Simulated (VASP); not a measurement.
Input of a VASP 6.6.1 run:

INCAR

```
SYSTEM = CuO
ALGO     = Normal         ! electronic algorithm
EDIFF    = 1E-6           ! SCF threshold, eV
ENCUT    = 520            ! plane-wave cutoff, eV
GGA      = PE             ! functional
ISIF     = 2              ! what is computed and relaxed
ISMEAR   = 0              ! smearing method
LASPH    = .TRUE.         ! aspherical terms in the spheres
LCHARG   = .FALSE.        ! write CHGCAR
LREAL    = .FALSE.        ! projectors in reciprocal space
LWAVE    = .FALSE.        ! write WAVECAR
NBANDS   = 25             ! bands
NELM     = 100            ! most SCF steps
PREC     = Accurate       ! precision mode
SIGMA    = 0.020999999999999998 ! smearing width, eV
```

The input KPOINTS:

```
k-points
0
G
  10 10 5
  0 0 0
```

POSCAR

```
CuO
1.0
    2.3418500000     -1.7113000000      0.0000000000
    2.3418500000      1.7113000000      0.0000000000
   -0.8500274268      0.0000000000      5.0578693947
Cu O
2 2
Direct
    0.5000000000      0.0000000000      0.5000000000
    0.0000000000      0.5000000000      0.0000000000
    0.4184000000      0.5816000000      0.7500000000
    0.5816000000      0.4184000000      0.2500000000
```

Potentials or basis: VASP PAW PBE potentials, release 64 (Cu, O).

The run is started by

```sh
$ cat potpaw_PBE.64/Cu/POTCAR potpaw_PBE.64/O/POTCAR > POTCAR
$ mpirun -np 1 vasp_std > vasp.out
```

**Question.** What does it give for the band gap on the k mesh?

**Answer.** Zero (bands 17 and 18 overlap by 0.60 eV).

**Question.** Predict the largest force.

**Answer.** 0.218 eV/Å.

Stress tensor (GPa, compression positive):
```
 6.37  0.00 -1.35
 0.00  7.26  0.00
-1.35  0.00  5.66
```

Caveat: the cell stands under pressure; semilocal functionals often make such compounds metallic where correlation or magnetic order opens a gap, which also shifts bond lengths. With open d or f shells a metallic result of PBE can be an artefact of self-interaction; +U or a hybrid may open a gap.
